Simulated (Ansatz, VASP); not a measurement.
**One calculation of ScGa5S, two programs**

```
Sc Ga S
1.0
     4.52864    0.00000    0.00000
     0.00000    4.52864    0.00000
     0.00000    0.00000    9.11090
Sc Ga S
1 5 1
Direct
  0.00000 0.00000 0.00000
  0.00000 0.00000 0.30918
  0.00000 0.00000 0.69082
  0.00000 0.50000 0.50000
  0.50000 0.00000 0.50000
  0.50000 0.50000 0.50000
  0.50000 0.50000 0.00000
```

Alike in both runs: functional PBE; k mesh 4 × 4 × 3; occupations gaussian, width 0.2 eV; no spin polarisation.

Ansatz relaxed the structure, and its values are those at the end. VASP's run is a single point on that final structure, the one shown.

```csv
,VASP,Ansatz
version,VASP 6.6.1,Ansatz 0.2.0
potentials or method,"VASP PAW PBE potentials, release 64 (Sc_sv, Ga_d, S), cutoff 520 eV","scalar-relativistic, plane waves, PAW"
valence electrons in the cell,82,82
```

VASP gave:

```
gap on the k mesh at the Fermi level (eV) : none
pressure (GPa)                            : 0.0
rms of the force components (eV/Å)        : 0.006
```

Task: What did Ansatz give for the same quantities?

Result: gap on the k mesh at the Fermi level (eV): none; pressure (GPa): -0.1; rms of the force components (eV/Å): 0.006.

A gap of «none» marks a metal or a gap that the smearing closes.
